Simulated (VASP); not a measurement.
Here is a VASP 6.6.1 calculation.

Contents of INCAR:

```
SYSTEM = La
PREC = Accurate
ENCUT = 600
EDIFF = 1E-7
ISMEAR = -1
SIGMA = 0.05
LREAL = .False.
LASPH = .True.
NELM = 60
ALGO = Normal
ISIF = 3
LWAVE = .False.
LCHARG = .False.
GGA = PS
IBRION = 2
NSW = 80
EDIFFG = -0.02
PSTRESS = 300.0
```

File KPOINTS:

```
Automatic mesh
0
Gamma
  9 9 9
  0 0 0
```

POSCAR

```
La
1.0
   -2.1238310710      2.1238310710      2.1238310710
    2.1238310710     -2.1238310710      2.1238310710
    2.1238310710      2.1238310710     -2.1238310710
La
1
Direct
    0.0000000000      0.0000000000      0.0000000000
```

Potentials or basis: VASP PAW PBE potentials, release 64 (La).

Command:

```console
$ cat potpaw_PBE.64/La/POTCAR > POTCAR
$ mpirun -np 1 vasp_std > vasp.out
```

Problem. Predict the space group after relaxing (to 0.05 Å).

Solution. Im-3m (No. 229).

Problem. What does it give for the relaxed cell?

Solution. a = 3.025 Å, b = 3.025 Å, c = 3.025 Å, α = 109.47°, β = 109.47°, γ = 109.47°.

Final structure:
```cif
data_structure
_symmetry_space_group_name_H-M 'P 1'
_symmetry_Int_Tables_number 1
_cell_length_a 3.0253
_cell_length_b 3.0253
_cell_length_c 3.0253
_cell_angle_alpha 109.471
_cell_angle_beta 109.471
_cell_angle_gamma 109.471
_cell_volume 21.31
loop_
_atom_site_label
_atom_site_type_symbol
_atom_site_fract_x
_atom_site_fract_y
_atom_site_fract_z
_atom_site_occupancy
La1 La 0.00000 0.00000 0.00000 1
```
